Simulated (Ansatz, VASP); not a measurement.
## ZrTi5C6 in VASP and in Ansatz

File INCAR:

```
SYSTEM = ZrTi5C6
  ALGO = Normal
  EDIFF = 1E-6
  ENCUT = 520
  GGA = PE
  ISIF = 2
  ISMEAR = 0
  ISPIN = 2
  LASPH = .True.
  LCHARG = .False.
  LMAXMIX = 4
  LORBIT = 11
  LREAL = .False.
  LWAVE = .False.
  MAGMOM = 1 1 1 1 1 1 0 0 0 0 0 0
  NBANDS = 64
  NELM = 150
  PREC = Accurate
  SIGMA = 0.1
```

KPOINTS

```
k-points
0
Gamma
  6 6 2
  0 0 0
```

POSCAR

```
ZrTi5C6
1.0
    3.1225422595      0.0000000000      0.0000000000
    0.0000000000      3.1225422595      0.0000000000
    0.0000000000      0.0000000000     13.1893363962
Zr Ti C
1 5 6
Direct
    0.5000000000      0.5000000000      0.0000000000
    0.0000000000      0.0000000000      0.8247238963
    0.0000000000      0.0000000000      0.1752761037
    0.5000000000      0.5000000000      0.3375096768
    0.0000000000      0.0000000000      0.5000000000
    0.5000000000      0.5000000000      0.6624903232
    0.0000000000      0.0000000000      0.0000000000
    0.5000000000      0.5000000000      0.1757002537
    0.0000000000      0.0000000000      0.3367821980
    0.5000000000      0.5000000000      0.5000000000
    0.0000000000      0.0000000000      0.6632178020
    0.5000000000      0.5000000000      0.8242997463
```

Input for Ansatz:

```yaml
crystal:
  lattice:
    - [3.1225422595, 0.0, 0.0]
    - [0.0, 3.1225422595, 0.0]
    - [0.0, 0.0, 13.1893363962]
  atoms:
    - { symbol: Zr, position: [0.5, 0.5, 0.0], spin: 1.0 }
    - { symbol: Ti, position: [0.0, 0.0, 0.8247238963], spin: 1.0 }
    - { symbol: Ti, position: [0.0, 0.0, 0.1752761037], spin: 1.0 }
    - { symbol: Ti, position: [0.5, 0.5, 0.3375096768], spin: 1.0 }
    - { symbol: Ti, position: [0.0, 0.0, 0.5], spin: 1.0 }
    - { symbol: Ti, position: [0.5, 0.5, 0.6624903232], spin: 1.0 }
    - { symbol: C, position: [0.0, 0.0, 0.0] }
    - { symbol: C, position: [0.5, 0.5, 0.1757002537] }
    - { symbol: C, position: [0.0, 0.0, 0.336782198] }
    - { symbol: C, position: [0.5, 0.5, 0.5] }
    - { symbol: C, position: [0.0, 0.0, 0.663217802] }
    - { symbol: C, position: [0.5, 0.5, 0.8242997463] }
basis:
  ecutwfc: 420
kpoints:
  mp_grid: { grid: [6, 6, 2] }
hamiltonian:
  xc: pbe
scf:
  occupations: { method: gaussian, width: 0.1 }
  lower_state_search: "off"
output:
  forces: true
  stress: true
  eigenvalues: true
  populations: true
magnetization:
  spin_polarized: true
```

Alike in both runs: task single point; functional PBE; k mesh 6 × 6 × 2; occupations gaussian, width 0.1 eV; collinear spin.

```csv
,VASP,Ansatz
version,VASP 6.6.1,Ansatz 0.2.0
potentials or method,"VASP PAW PBE potentials, release 64 (Zr_sv, Ti_sv, C), cutoff 520 eV","scalar-relativistic, plane waves, PAW"
valence electrons in the cell,96,96
```

|  | VASP | Ansatz | Ansatz less VASP |
| --- | --- | --- | --- |
| gap on the k mesh at the Fermi level (eV) | none | none | - |
| pressure (GPa) | 0.3 | 0.0 | -0.26 |
| traceless stress, the component that is largest in VASP (GPa) | -0.06 | -0.08 | -0.020 |
| net moment per atom (μB) | 0.00 | 0.00 | 0.000 |

A gap of «none» marks a metal or a gap that the smearing closes. Ansatz's warnings: seeded moment not kept.
